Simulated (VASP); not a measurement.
Input of a VASP 6.6.1 run:

File POSCAR:

```
N
1.0
   11.0000000000      0.0000000000      0.0000000000
    0.0000000000     11.5000000000      0.0000000000
    0.0000000000      0.0000000000     12.0000000000
N
2
Direct
    0.5000000000      0.5000000000      0.4541670000
    0.5000000000      0.5000000000      0.5458330000
```

File INCAR.step1:

```
SYSTEM = N
ALGO = Normal ; EDIFF = 1E-4
ENCUT = 520 ; GGA = PE
ISMEAR = -1 ; LASPH = .TRUE.
LCHARG = .FALSE. ; LREAL = .FALSE.
LWAVE = .TRUE. ; NBANDS = 12
NELM = 60 ; PREC = Accurate
SIGMA = 0.05
```

File INCAR.step2:

```
SYSTEM = N
ALGO = Normal ; EDIFF = 1E-6
ENCUT = 520 ; ISIF = 2
ISMEAR = -1 ; ISTART = 1
LASPH = .TRUE. ; LCHARG = .FALSE.
LMIXTAU = .TRUE. ; LREAL = .FALSE.
LWAVE = .FALSE. ; METAGGA = R2SCAN
NBANDS = 12 ; NELM = 60
PREC = Accurate ; SIGMA = 0.05
```

The input KPOINTS:

```
k-points
0
G
  1 1 1
  0 0 0
```

Potentials or basis: VASP PAW PBE potentials, release 64 (N).

The run is started by

```console
$ cat potpaw_PBE.64/N/POTCAR > POTCAR
$ cp INCAR.step1 INCAR
$ mpirun -np 1 vasp_gam > vasp.out
$ cp INCAR.step2 INCAR
$ mpirun -np 1 vasp_gam > vasp.out
```

What does it give for the largest force?

1.107 eV/Å.

What does it give for the band gap on the k mesh?

8.99 eV.

Forces on the atoms (eV/Å):
```
N    0.000  0.000 -1.107
N    0.000  0.000  1.107
```

Caveat: the standard files for N, O and F lose accuracy on very short bonds; the PAW data sets were made with another functional, which shifts forces and pressure a little.
